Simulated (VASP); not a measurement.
# MoSe (P6_3/mmc) in VASP: a series of runs, part 2 of 2

VASP 6.6.1.

### 4 Relaxation of cell and atoms, PBE

This run uses another cell than the first one, of 17.00 Å³/atom, 1.018 times its volume.

INCAR

```
SYSTEM = MoSe
  PREC = Accurate
  ENCUT = 600
  EDIFF = 1E-6
  ISMEAR = 0
  SIGMA = 0.1
  LREAL = .False.
  LASPH = .True.
  NELM = 60
  ALGO = Normal
  ISIF = 3
  LWAVE = .False.
  LCHARG = .False.
  GGA = PE
  IBRION = 2
  NSW = 100
  EDIFFG = -0.01
```

KPOINTS

```
regular mesh
0
Gamma
  12 12 6
  0 0 0
```

POSCAR

```
MoSe
1.0
    3.4404515574      0.0000000000      0.0000000000
   -1.7202257787      2.9795184492      0.0000000000
    0.0000000000      0.0000000000      6.6353660461
Mo Se
2 2
Direct
    0.0000000000      0.0000000000      0.0000000000
    0.0000000000      0.0000000000      0.5000000000
    0.3333333333      0.6666666667      0.2500000000
    0.6666666667      0.3333333333      0.7500000000
```

Potentials or basis: VASP PAW PBE potentials, release 64 (Mo_sv, Se).

Launch:

```
$ cat potpaw_PBE.64/Mo_sv/POTCAR potpaw_PBE.64/Se/POTCAR > POTCAR
$ mpirun -np 1 vasp_std > vasp.out
```

OUTCAR:

```text
SYSTEM = MoSe
   PREC = Accurate
   ENCUT = 600
   EDIFF = 1E-6
   ISMEAR = 0
   LREAL = .False.
   LASPH = .True.
   NELM = 60
   ISIF = 3
   GGA = PE
   IBRION = 2
   NSW = 100
   EDIFFG = -0.01

 ion  position               nearest neighbor table
   1  0.000  0.000  0.000-   3 2.59   4 2.59   4 2.59   3 2.59   4 2.59   3 2.59   2 3.32   2 3.32

   2  0.000  0.000  0.500-   3 2.59   4 2.59   4 2.59   3 2.59   4 2.59   3 2.59   1 3.32   1 3.32

   3  0.333  0.667  0.250-   1 2.59   2 2.59   1 2.59   2 2.59   1 2.59   2 2.59
   4  0.667  0.333  0.750-   1 2.59   2 2.59   1 2.59   2 2.59   1 2.59   2 2.59

  LATTYP: Found a hexagonal cell.
 ALAT       =     3.4404515574
 C/A-ratio  =     1.9286323133

  Lattice vectors:

 A1 = (   3.4404515574,   0.0000000000,   0.0000000000)
 A2 = (  -1.7202257787,   2.9795184492,   0.0000000000)
 A3 = (   0.0000000000,   0.0000000000,   6.6353660461)

Analysis of symmetry for initial positions (statically):
=====================================================================
 Subroutine PRICEL returns:
 Original cell was already a primitive cell.

 Routine SETGRP: Setting up the symmetry group for a
 hexagonal supercell.

 Subroutine GETGRP returns: Found 24 space group operations
 (whereof 12 operations were pure point group operations)
 out of a pool of 24 trial point group operations.

The static configuration has the point symmetry D_3d.
 The point group associated with its full space group is D_6h.

Analysis of symmetry for dynamics (positions and initial velocities):
=====================================================================
 Subroutine PRICEL returns:
 Original cell was already a primitive cell.

 Routine SETGRP: Setting up the symmetry group for a
 hexagonal supercell.

 Subroutine GETGRP returns: Found 24 space group operations
 (whereof 12 operations were pure point group operations)
 out of a pool of 24 trial point group operations.

The dynamic configuration has the point symmetry D_3d.
 The point group associated with its full space group is D_6h.

 Subroutine INISYM returns: Found 24 space group operations
 (whereof 12 operations are pure point group operations),
 and found     1 'primitive' translations

----------------------------------------------------------------------------------------

                                     Primitive cell

  volume of cell :      68.0184

  direct lattice vectors                    reciprocal lattice vectors
     3.440451557  0.000000000  0.000000000     0.290659521  0.167812352  0.000000000
    -1.720225779  2.979518449  0.000000000     0.000000000  0.335624705  0.000000000
     0.000000000  0.000000000  6.635366046     0.000000000  0.000000000  0.150707586

  length of vectors
     3.440451557  3.440451557  6.635366046     0.335624705  0.335624705  0.150707586

  position of ions in fractional coordinates (direct lattice)
     0.000000000  0.000000000  0.000000000
     0.000000000  0.000000000  0.500000000
     0.333333333  0.666666667  0.250000000
     0.666666667  0.333333333  0.750000000

[... 63 lines left out ...]
   dimension x,y,z NGX =    28 NGY =   28 NGZ =   54
   dimension x,y,z NGXF=    56 NGYF=   56 NGZF=  108
   ions per type =               2   2
   NGX,Y,Z   is equivalent  to a cutoff of  13.53, 13.53, 13.53 a.u.
   NGXF,Y,Z  is equivalent  to a cutoff of  27.06, 27.06, 27.06 a.u.
 SYSTEM =  MoSe
   PREC   = accura    normal or accurate (medium, high low for compatibility)
   ISTART =      0    job   : 0-new  1-cont  2-samecut
   ICHARG =      2    charge: 1-file 2-atom 10-const
   ISPIN  =      1    spin polarized calculation?
   LNONCOLLINEAR =      F non collinear calculations
   LSORBIT =      F    spin-orbit coupling
   LASPH  =      T    aspherical Exc in radial PAW
   ENCUT  =  600.0 eV  44.10 Ry    6.64 a.u.   6.87  6.87 13.25*2*pi/ulx,y,z
   NELM   =     60;   NELMIN=  2; NELMDL= -5     # of ELM steps
   EDIFF  = 0.1E-05   stopping-criterion for ELM
   LREAL  =      F    real-space projection
   EDIFFG = -.1E-01   stopping-criterion for IOM
   NSW    =    100    number of steps for IOM
   IBRION =      2    ionic relax: 0-MD 1-quasi-New 2-CG
   NFREE  =      1    steps in history (QN), initial steepest desc. (CG)
   ISIF   =      3    stress and relaxation
   ISYM   =      2    0-nonsym 1-usesym 2-fastsym
   POTIM  = 0.5000    time-step for ionic-motion
   TEBEG  =    0.0;   TEEND  =   0.0 temperature during run
   PSTRESS=    0.0 pullay stress
   NELECT =      40.0000    total number of electrons
   NUPDOWN=      -1.0000    fix difference up-down
   EMIN   =  10.00;   EMAX   =-10.00  energy-range for DOS
   EFERMI =   0.00;   METHOD = LEGACY
   ISMEAR =     0;   SIGMA  =   0.10  broadening in eV -4-tet -1-fermi 0-gaus
   EFERMI_NEDOS =   21; number of points for ismear=-14 and -15
   IALGO  =     38    algorithm
   IMIX   =      4    mixing-type and parameters
     AMIX     =   0.40;   BMIX     =  1.00
     AMIX_MAG =   1.60;   BMIX_MAG =  1.00
  volume/ion in A,a.u.               =      17.00       114.75
  Fermi-wavevector in a.u.,A,eV,Ry     =   1.371574  2.591900 25.595501  1.881216
  Thomas-Fermi vector in A             =   2.497259
   LORBIT       =      0    0 simple, 1 ext, 2 COOP (PROOUT), +10 PAW based schemes
   GGA     = PE    functional components
   LHFCALC =     F    Hartree Fock is set to
   AEXX    =    0.0000 exact exchange contribution
   IVDW    =     0    specifies the selected vdW correction
   LEPSILON=     F    determine dielectric tensor
   LRPA    =     F    only Hartree local field effects (RPA)
 conjugate gradient relaxation of ions
 non-spin polarized calculation
 Gauss-broadening in eV      SIGMA  =   0.10
  energy-cutoff  :      600.00
  volume of cell :       68.02
 maximum number of plane-waves:      2307
 NGX is ok and might be reduce to    28
   NGX = 13   NGY = 13   NGZ = 27

--------------------------------------- Ionic step        1  -------------------------------------------

 number of electron      40.0000002 magnetization

 Free energy of the ion-electron system (eV)
  ---------------------------------------------------
  ext. energy  EPLUGINS =         0.00000000
  ---------------------------------------------------
  free energy    TOTEN  =       -28.56544032 eV

  energy without entropy =      -28.54473761  energy(sigma->0) =      -28.55508896

------------------------ aborting loop because EDIFF is reached ----------------------------------------

  FORCE on cell =-STRESS in cart. coord.  units (eV):
  Direction    XX          YY          ZZ          XY          YZ          ZX
  --------------------------------------------------------------------------------------
  -------------------------------------------------------------------------------------
  Total       -0.2475044     -0.2475044      1.1009170      0.0000000     -0.0000000      0.0000000
  in kB       -5.8299803     -5.8299803     25.9321623      0.0000000     -0.0000000      0.0000000
  external PRESSURE =       4.7574006 kB  Pullay stress =       0.0000000 kB
[... 95 lines left out ...]
  FREE ENERGIE OF THE ION-ELECTRON SYSTEM (eV)
  ---------------------------------------------------
  free  energy   TOTEN  =       -28.5757751645 eV

  energy  without entropy=      -28.5541471730  energy(sigma->0) =      -28.56496117

[... ionic steps 4 to 9 ...]

--------------------------------------- Ionic step       10  -------------------------------------------

 number of electron      40.0000003 magnetization

------------------------ aborting loop because EDIFF is reached ----------------------------------------
[... 71 lines left out ...]
--------------------------------------- Ionic step       12  -------------------------------------------

 number of electron      40.0000003 magnetization

 Free energy of the ion-electron system (eV)
  ---------------------------------------------------
  ext. energy  EPLUGINS =         0.00000000
  ---------------------------------------------------
  free energy    TOTEN  =       -28.61308863 eV

  energy without entropy =      -28.59545070  energy(sigma->0) =      -28.60426967

 E-fermi :  10.4167     XC(G=0): -12.1456

 val. band max:       10.4139172596   @ k =   0.2500  -0.0000   0.1667
 cond. band min:      10.4190850198   @ k =   0.3333   0.1667   0.1667
 fundamental gap:      0.0051677602
 Fermi energy:        10.4167150523

 k-point     1 :       0.0000    0.0000    0.0000
  band No.  band energies     occupation
      1     -51.0347      2.00000
      2     -51.0301      2.00000
      3     -25.3603      2.00000
      4     -25.2528      2.00000
      5     -24.9919      2.00000
      6     -24.9919      2.00000
[... 637 lines left out ...]
     23      11.4280      0.00000
     24      11.6261      0.00000

 [... further k-points ...]
[... 5 lines left out ...]
  --------------------------------------------------------------------------------------
  -------------------------------------------------------------------------------------
  Total       -0.0073368     -0.0073368     -0.0051958      0.0000000      0.0000000      0.0000000
  in kB       -0.1756090     -0.1756090     -0.1243618      0.0000000      0.0000000      0.0000000
  external PRESSURE =      -0.1585266 kB  Pullay stress =       0.0000000 kB
[... 19 lines left out ...]
  FREE ENERGIE OF THE ION-ELECTRON SYSTEM (eV)
  ---------------------------------------------------
  free  energy   TOTEN  =       -28.6130886294 eV

  energy  without entropy=      -28.5954507031  energy(sigma->0) =      -28.60426967

 reached required accuracy - stopping structural energy minimisation
```

OSZICAR:

```text
N       E                     dE             d eps       ncg     rms          rms(c)
DAV:   1     0.390308610732E+03    0.39031E+03   -0.24331E+04  3712   0.181E+03
DAV:   2    -0.130420523949E+02   -0.40335E+03   -0.39950E+03  4328   0.465E+02
DAV:   3    -0.293369020309E+02   -0.16295E+02   -0.16095E+02  4952   0.809E+01
[... 103 lines left out ...]
DAV:   3    -0.286131212316E+02    0.19367E-03   -0.56666E-04  4328   0.122E-01    0.364E-02
DAV:   4    -0.286130917488E+02    0.29483E-04   -0.15449E-04  4032   0.863E-02    0.229E-02
DAV:   5    -0.286130904295E+02    0.13193E-05   -0.50450E-06  3856   0.153E-02    0.601E-03
DAV:   6    -0.286130887716E+02    0.16579E-05   -0.22983E-06  2496   0.876E-03    0.136E-03
DAV:   7    -0.286130886294E+02    0.14228E-06   -0.13596E-07  1848   0.280E-03
  12 F= -.28613089E+02 E0= -.28604270E+02  d E =-.353977E-02
```

Run time: 14 min. Hardware: 1 thread of AMD EPYC 9R14 (Zen 4), shared host; peak memory 0.29 GiB.

What came out:

```yaml
Free_energy: -28.6131 eV
Relaxed_volume: 16.73 Å³/atom
Relaxed_cell: a = 3.288 Å, b = 3.288 Å, c = 7.151 Å, α = 90.00°, β = 90.00°, γ = 120.00°
Space_group_after_relaxing_to_0.05_Å: P6_3/mmc (No. 194)
Energy_gained_by_relaxing: 11.9 meV/atom
Ionic_steps: 12
Pressure_after_relaxing: 0.0 GPa
```

Step by step:
```tsv
step	energy change (eV)	largest force (eV/Å)	pressure (GPa)	volume (Å³)
1	0.0000	0.0000	0.48	68.02
2	-0.0097	0.0000	-1.10	68.51
3	-0.0103	0.0000	-1.57	68.66
4	-0.0170	0.0000	-0.67	68.17
5	-0.0238	0.0000	1.76	66.92
6	-0.0272	0.0000	1.72	66.85
7	-0.0374	0.0000	1.69	66.62
8	-0.0423	0.0000	1.77	66.10
9	-0.0439	0.0000	1.71	66.32
10	-0.0441	0.0000	1.73	66.26
11	-0.0475	0.0000	0.37	66.78
12	-0.0476	0.0000	-0.02	66.94
```

Final structure:
```
Mo Se
1.0
     3.28763    0.00000    0.00000
    -1.64381    2.84717    0.00000
     0.00000    0.00000    7.15116
Mo Se
2 2
Direct
  0.00000 0.00000 0.00000
  0.00000 0.00000 0.50000
  0.33333 0.66667 0.25000
  0.66667 0.33333 0.75000
```

Caveat: the bands computed are all filled at some k points, so no gap is given.

### 5 The runs side by side

| task | spin | cell | k mesh | cutoff (eV) | gap on the mesh (eV) | pressure (GPa) |
| --- | --- | --- | --- | --- | --- | --- |
| single point | off | a = 3.284, b = 3.284, c = 7.151 Å, angles 90.0, 90.0, 120.0°, 4 atoms | 12 × 12 × 6 | 520 | none | 0.3 |
| single point | collinear, ferromagnetic start | a = 3.440, b = 3.440, c = 6.635 Å, angles 90.0, 90.0, 120.0°, 4 atoms | 6 × 6 × 4 | 520 | none | 0.4 |
| relaxation of cell and atoms | off | relaxed from a = 3.440, b = 3.440, c = 6.635 Å, angles 90.0, 90.0, 120.0°, 4 atoms | 12 × 12 × 6 | 600 | - | 0.0 |

Alike in all rows: level PBE; potentials or basis VASP PAW PBE potentials, release 64 (Mo_sv, Se); smearing gaussian 0.1 eV.

Caveats: the bands computed are all filled at some k points, so no gap is given (some runs).

Total energies depend on the potentials used, so only differences within one code and one set of settings carry meaning.
